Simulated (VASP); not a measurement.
Set up this calculation in VASP 6.6.1, as the native input.

| Quantity | Value |
| --- | --- |
| Task | single point |
| Functional | LDA |
| Potentials or basis | VASP PAW LDA potentials, release 64 (Cd, S) |
| Cutoff | 520 eV |
| k mesh | 16 × 16 × 16 |
| Occupations | gaussian, width 0.15 eV |
| Spin | no spin polarisation |
| Dipole correction | no |
| Further INCAR settings | ALGO = Normal; EDIFF = 1e-07; NBANDS = 16 |

The structure of CdS lies in POSCAR:

```
CdS
1.0
    0.0000000000      2.7119453400      2.7532440000
    2.7119453400      0.0000000000      2.7532440000
    2.7119453400      2.7119453400      0.0000000000
Cd S
1 1
Direct
    0.0000000000      0.0000000000      0.0000000000
    0.5000000000      0.5000000000      0.5000000000
```

This cell differs from its parent crystal: strain -0.015 along x and y, +0.000 along z.

One way to write it, as run:

INCAR

```
ALGO     = Normal         # electronic algorithm
EDIFF    = 1E-7           # SCF threshold, eV
ENCUT    = 520            # plane-wave cutoff, eV
GGA      = CA             # functional
ISIF     = 2              # what is computed and relaxed
ISMEAR   = 0              # smearing method
LASPH    = T              # aspherical terms in the spheres
LCHARG   = F              # write CHGCAR
LREAL    = F              # projectors in reciprocal space
LWAVE    = F              # write WAVECAR
NBANDS   = 16             # bands
NELM     = 80             # most SCF steps
PREC     = Accurate       # precision mode
SIGMA    = 0.15           # smearing width, eV
```

KPOINTS

```
k-points
0
Gamma
  16 16 16
```

Potentials or basis: VASP PAW LDA potentials, release 64 (Cd, S).

Launch:

```sh
$ cat potpaw_LDA.64/Cd/POTCAR potpaw_LDA.64/S/POTCAR > POTCAR
$ mpirun -np 1 vasp_std > vasp.out
```

Results of the run:

```
Pressure               : -4.4 GPa
Band gap on the k mesh : zero (bands 9 and 10 overlap by 0.06 eV)
```

Caveat: the cell differs from its parent crystal (strain -0.015 along x and y, +0.000 along z); the cell stands under tension; semilocal functionals underestimate gaps, and a narrow one can read as zero.

Run time: 3.6 min on 1 thread of AMD EPYC 7R13 Processor (Zen 3), with other jobs on the host, peak memory 0.29 GiB.
